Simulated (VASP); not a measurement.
# Cs (Fm-3m) in VASP: further runs, part 2 of 3

VASP 6.6.1.

## (4) Single point, r2SCAN (128.54 Å³/atom)

This run uses another cell than the first one, of 128.54 Å³/atom.

POSCAR

```
Cs
1.0
    0.0000000000      4.0056426935      4.0056426935
    4.0056426935      0.0000000000      4.0056426935
    4.0056426935      4.0056426935      0.0000000000
Cs
1
Direct
    0.0000000000      0.0000000000      0.0000000000
```

INCAR.step1

```
SYSTEM = Cs
ALGO = Normal ; EDIFF = 1E-5
ENCUT = 550 ; GGA = PE
GGA_COMPAT = .False. ; ISMEAR = -1
LASPH = .True. ; LCHARG = .False.
LREAL = .False. ; LWAVE = .True.
NBANDS = 10 ; NELM = 120
PREC = Accurate ; SIGMA = 0.1
```

INCAR.step2

```
SYSTEM = Cs
ALGO = Normal ; EDIFF = 1E-6
ENCUT = 550 ; GGA_COMPAT = .False.
ISIF = 2 ; ISMEAR = -1
ISTART = 1 ; LASPH = .True.
LCHARG = .False. ; LMIXTAU = .True.
LREAL = .False. ; LWAVE = .False.
METAGGA = R2SCAN ; NBANDS = 10
NELM = 120 ; PREC = Accurate
SIGMA = 0.1
```

KPOINTS

```
k-points
0
Gamma
  8 8 8
  0 0 0
```

Potentials or basis: VASP PAW PBE potentials, release 64 (Cs_sv).

Command:

```sh
cat potpaw_PBE.64/Cs_sv/POTCAR > POTCAR
cp INCAR.step1 INCAR
mpirun -np 1 vasp_std > vasp.out
cp INCAR.step2 INCAR
mpirun -np 1 vasp_std > vasp.out
```

OUTCAR:

```text
SYSTEM = Cs
   EDIFF = 1E-6
   ENCUT = 550
   ISIF = 2
   ISMEAR = -1
   ISTART = 1
   LASPH = .True.
   LREAL = .False.
   METAGGA = R2SCAN
   NELM = 120
   PREC = Accurate

 ion  position               nearest neighbor table
   1  0.000  0.000  0.000-

  LATTYP: Found a face centered cubic cell.
 ALAT       =     8.0112853870

  Lattice vectors:

 A1 = (   0.0000000000,   4.0056426935,   4.0056426935)
 A2 = (   4.0056426935,   0.0000000000,   4.0056426935)
 A3 = (   4.0056426935,   4.0056426935,   0.0000000000)

Analysis of symmetry for initial positions (statically):
=====================================================================
 Subroutine PRICEL returns:
 Original cell was already a primitive cell.

 Routine SETGRP: Setting up the symmetry group for a
 face centered cubic supercell.

 Subroutine GETGRP returns: Found 48 space group operations
 (whereof 48 operations were pure point group operations)
 out of a pool of 48 trial point group operations.

The static configuration has the point symmetry O_h .

Analysis of symmetry for dynamics (positions and initial velocities):
=====================================================================
 Subroutine PRICEL returns:
 Original cell was already a primitive cell.

 Routine SETGRP: Setting up the symmetry group for a
 face centered cubic supercell.

 Subroutine GETGRP returns: Found 48 space group operations
 (whereof 48 operations were pure point group operations)
 out of a pool of 48 trial point group operations.

The dynamic configuration has the point symmetry O_h .

 Subroutine INISYM returns: Found 48 space group operations
 (whereof 48 operations are pure point group operations),
 and found     1 'primitive' translations

----------------------------------------------------------------------------------------

                                     Primitive cell

  volume of cell :     128.5425

  direct lattice vectors                    reciprocal lattice vectors
     0.000000000  4.005642693  4.005642693    -0.124823914  0.124823914  0.124823914
     4.005642693  0.000000000  4.005642693     0.124823914 -0.124823914  0.124823914
     4.005642693  4.005642693  0.000000000     0.124823914  0.124823914 -0.124823914

  length of vectors
     5.664834223  5.664834223  5.664834223     0.216201361  0.216201361  0.216201361

  position of ions in fractional coordinates (direct lattice)
     0.000000000  0.000000000  0.000000000

  ion indices of the primitive-cell ions
   primitive index   ion index
                 1           1

----------------------------------------------------------------------------------------

 KPOINTS: k-points

Automatic generation of k-mesh.
 Grid dimensions read from file:
 generate k-points for:    8    8    8

 Generating k-lattice:

  Cartesian coordinates                     Fractional coordinates (reciprocal lattice)
    -0.015602989  0.015602989  0.015602989     0.125000000  0.000000000  0.000000000
     0.015602989 -0.015602989  0.015602989     0.000000000  0.125000000  0.000000000
     0.015602989  0.015602989 -0.015602989     0.000000000  0.000000000  0.125000000

  Length of vectors
     0.027025170  0.027025170  0.027025170

  Shift w.r.t. Gamma in fractional coordinates (k-lattice)
     0.000000000  0.000000000  0.000000000

 Subroutine IBZKPT returns following result:
 ===========================================

 Found     29 irreducible k-points:

 Following reciprocal coordinates:
            Coordinates               Weight
  0.000000  0.000000  0.000000      1.000000
  0.125000  0.000000  0.000000      8.000000
  0.250000  0.000000  0.000000      8.000000
  0.375000  0.000000  0.000000      8.000000
  0.500000  0.000000  0.000000      4.000000
  0.125000  0.125000  0.000000      6.000000
[... 16 lines left out ...]
  0.500000  0.250000  0.125000     48.000000
 -0.375000  0.250000  0.125000     24.000000
 [... further k-points ...]
   k-points           NKPTS =     29   k-points in BZ     NKDIM =     29   number of bands    NBANDS=     10
   number of dos      NEDOS =    301   number of ions     NIONS =      1
   total plane-waves  NPLWV = 110592
   dimension x,y,z NGX =    48 NGY =   48 NGZ =   48
   dimension x,y,z NGXF=    96 NGYF=   96 NGZF=   96
   ions per type =               1
   NGX,Y,Z   is equivalent  to a cutoff of  14.09, 14.09, 14.09 a.u.
   NGXF,Y,Z  is equivalent  to a cutoff of  28.17, 28.17, 28.17 a.u.
 SYSTEM =  Cs
   PREC   = accura    normal or accurate (medium, high low for compatibility)
   ISTART =      1    job   : 0-new  1-cont  2-samecut
   ICHARG =      0    charge: 1-file 2-atom 10-const
   ISPIN  =      1    spin polarized calculation?
   LNONCOLLINEAR =      F non collinear calculations
   LSORBIT =      F    spin-orbit coupling
   LASPH  =      T    aspherical Exc in radial PAW
   ENCUT  =  550.0 eV  40.42 Ry    6.36 a.u.  10.83 10.83 10.83*2*pi/ulx,y,z
   NELM   =    120;   NELMIN=  2; NELMDL=  0     # of ELM steps
   EDIFF  = 0.1E-05   stopping-criterion for ELM
   LREAL  =      F    real-space projection
   EDIFFG = 0.1E-04   stopping-criterion for IOM
   NSW    =      0    number of steps for IOM
   IBRION =     -1    ionic relax: 0-MD 1-quasi-New 2-CG
   NFREE  =      0    steps in history (QN), initial steepest desc. (CG)
   ISIF   =      2    stress and relaxation
   ISYM   =      2    0-nonsym 1-usesym 2-fastsym
   POTIM  = 0.5000    time-step for ionic-motion
   TEBEG  =    0.0;   TEEND  =   0.0 temperature during run
   PSTRESS=    0.0 pullay stress
   NELECT =       9.0000    total number of electrons
   NUPDOWN=      -1.0000    fix difference up-down
   EMIN   =  10.00;   EMAX   =-10.00  energy-range for DOS
   EFERMI =   0.00;   METHOD = LEGACY
   ISMEAR =    -1;   SIGMA  =   0.10  broadening in eV -4-tet -1-fermi 0-gaus
   EFERMI_NEDOS =   21; number of points for ismear=-14 and -15
   IALGO  =     38    algorithm
   IMIX   =      4    mixing-type and parameters
     AMIX     =   0.40;   BMIX     =  1.00
     AMIX_MAG =   1.60;   BMIX_MAG =  1.00
  volume/ion in A,a.u.               =     128.54       867.45
  Fermi-wavevector in a.u.,A,eV,Ry     =   0.674746  1.275084  6.194484  0.455282
  Thomas-Fermi vector in A             =   1.751556
   LORBIT       =      0    0 simple, 1 ext, 2 COOP (PROOUT), +10 PAW based schemes
   METAGGA = R2SCAN    functional components
   LHFCALC =     F    Hartree Fock is set to
   AEXX    =    0.0000 exact exchange contribution
   IVDW    =     0    specifies the selected vdW correction
   LEPSILON=     F    determine dielectric tensor
   LRPA    =     F    only Hartree local field effects (RPA)
 non-spin polarized calculation
  energy-cutoff  :      550.00
  volume of cell :      128.54
 maximum number of plane-waves:      3812
 NGX is ok and might be reduce to    48
   NGX = 21   NGY = 21   NGZ = 21

 number of electron       8.9999999 magnetization

 Free energy of the ion-electron system (eV)
  ---------------------------------------------------
  ext. energy  EPLUGINS =         0.00000000
  ---------------------------------------------------
  free energy    TOTEN  =       -25.03397220 eV

  energy without entropy =      -24.99388276  energy(sigma->0) =      -25.01392748

 E-fermi :   0.2637     XC(G=0):  -5.3567

 val. band max:        0.1733184955   @ k =  -0.3750   0.1250   0.0000
 cond. band min:       0.3177984967   @ k =   0.5000   0.3750   0.1250
 fundamental gap:      0.1444800012
 Fermi energy:         0.2636598093

 k-point     1 :       0.0000    0.0000    0.0000
  band No.  band energies     occupation
      1     -24.5790      2.00000
      2     -10.9591      2.00000
      3     -10.9591      2.00000
      4     -10.9591      2.00000
      5      -1.4001      2.00000
      6       2.9667      0.00000
      7       2.9667      0.00000
      8       2.9667      0.00000
      9       4.0347      0.00000
     10       4.0347      0.00000
[... 287 lines left out ...]
 k-point    24 :      -0.3750    0.2500    0.1250
  band No.  band energies     occupation
      1     -24.5744      2.00000
      2     -11.0411      2.00000
      3     -10.9966      2.00000
      4     -10.9798      2.00000
      5       0.7827      0.01108
      6       0.9108      0.00309
      7       2.0769      0.00000
      8       3.0346      0.00000
      9       4.1114      0.00000
     10       4.7381      0.00000

 [... further k-points ...]

------------------------ aborting loop because EDIFF is reached ----------------------------------------

  FORCE on cell =-STRESS in cart. coord.  units (eV):
  Direction    XX          YY          ZZ          XY          YZ          ZX
  --------------------------------------------------------------------------------------
  -------------------------------------------------------------------------------------
  Total       -0.0449864     -0.0449864     -0.0449864      0.0000000      0.0000000      0.0000000
  in kB       -0.5607191     -0.5607191     -0.5607191      0.0000000      0.0000000      0.0000000
  external PRESSURE =      -0.5607191 kB  Pullay stress =       0.0000000 kB

 VOLUME and BASIS-vectors are now :
 -----------------------------------------------------------------------------
  energy-cutoff  :      550.00
  volume of cell :      128.54
      direct lattice vectors                 reciprocal lattice vectors
     0.000000000  4.005642693  4.005642693    -0.124823914  0.124823914  0.124823914
     4.005642693  0.000000000  4.005642693     0.124823914 -0.124823914  0.124823914
     4.005642693  4.005642693  0.000000000     0.124823914  0.124823914 -0.124823914

 POSITION                                       TOTAL-FORCE (eV/Angst)
 -----------------------------------------------------------------------------------
      0.00000      0.00000      0.00000        -0.000000     -0.000000      0.000000
 -----------------------------------------------------------------------------------
    total drift:                                0.000000      0.000000      0.000000

  FREE ENERGIE OF THE ION-ELECTRON SYSTEM (eV)
  ---------------------------------------------------
  free  energy   TOTEN  =       -25.0339722017 eV

  energy  without entropy=      -24.9938827575  energy(sigma->0) =      -25.01392748
```

OSZICAR.step1:

```text
N       E                     dE             d eps       ncg     rms          rms(c)
DAV:   1     0.537933006745E+02    0.53793E+02   -0.27598E+03   580   0.630E+02
DAV:   2     0.454061374342E+01   -0.49253E+02   -0.47988E+02   756   0.109E+02
DAV:   3    -0.780481142124E+00   -0.53211E+01   -0.53151E+01   656   0.414E+01
DAV:   4    -0.862759565835E+00   -0.82278E-01   -0.82269E-01   762   0.596E+00
DAV:   5    -0.863131226178E+00   -0.37166E-03   -0.37166E-03   790   0.370E-01    0.126E-01
DAV:   6    -0.864089473684E+00   -0.95825E-03   -0.11311E-03   756   0.163E-01    0.889E-02
DAV:   7    -0.865338617473E+00   -0.12491E-02   -0.35063E-03   626   0.298E-01    0.322E-02
DAV:   8    -0.865400445151E+00   -0.61828E-04   -0.10689E-04   684   0.641E-02    0.465E-03
DAV:   9    -0.865402657006E+00   -0.22119E-05   -0.46098E-06   546   0.109E-02
   1 F= -.86540266E+00 E0= -.84401489E+00  d E =-.427755E-01
```

Run time: 4.7 min. Hardware: 1 thread of Intel Xeon Platinum 8259CL at 2.50GHz (Skylake/Cascade Lake), shared host; peak memory 0.36 GiB.

Results:

| Property | Result |
| --- | --- |
| Free energy | -25.0340 eV |
| Pressure | -0.1 GPa |
| Band gap on the k mesh | zero (an odd number of electrons rules out a gap without spin polarisation) |

Caveat: the PAW data sets were made with another functional, which shifts forces and pressure a little; spin-orbit coupling is left out, which moves the levels of the heavy elements.

(Part 2 of 3 ends here.)

The gap in the log of VASP goes by the Fermi energy; the results here count the filled bands.